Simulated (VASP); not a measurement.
Here is a VASP 6.6.1 calculation.

INCAR

```
PREC = Accurate ; ENCUT = 520
EDIFF = 1E-7 ; ISMEAR = -1
SIGMA = 0.1 ; LREAL = False
LASPH = True ; NELM = 60
ALGO = Normal ; ISIF = 2
LWAVE = False ; LCHARG = True
GGA = PE ; LELF = True
LVHAR = True ; NBANDS = 16
```

The input KPOINTS:

```
Automatic mesh
0
Gamma
  8 8 11
```

POSCAR

```
S
1.0
    6.6010827717      0.0000000000      0.0000000000
   -3.3005413858      5.7167053728      0.0000000000
    0.0000000000      0.0000000000      2.1334484524
S
3
Direct
    0.0000000000      0.0000000000      0.0000000000
    0.3333333333      0.6666666667      0.5000000000
    0.6666666667      0.3333333333      0.5000000000
```

Potentials or basis: VASP PAW PBE potentials, release 64 (S).

Command:

```bash
$ cat potpaw_PBE.64/S/POTCAR > POTCAR
$ mpirun -np 1 vasp_std > vasp.out
```

**Question.** What does it give for the band gap on the k mesh?

**Answer.** Zero (bands 9 and 10 overlap by 1.68 eV).

**Question.** What does it give for the pressure?

**Answer.** 0.2 GPa.

Stress tensor (GPa, compression positive):
```
 0.33  0.00  0.00
 0.00  0.33  0.00
 0.00  0.00 -0.19
```
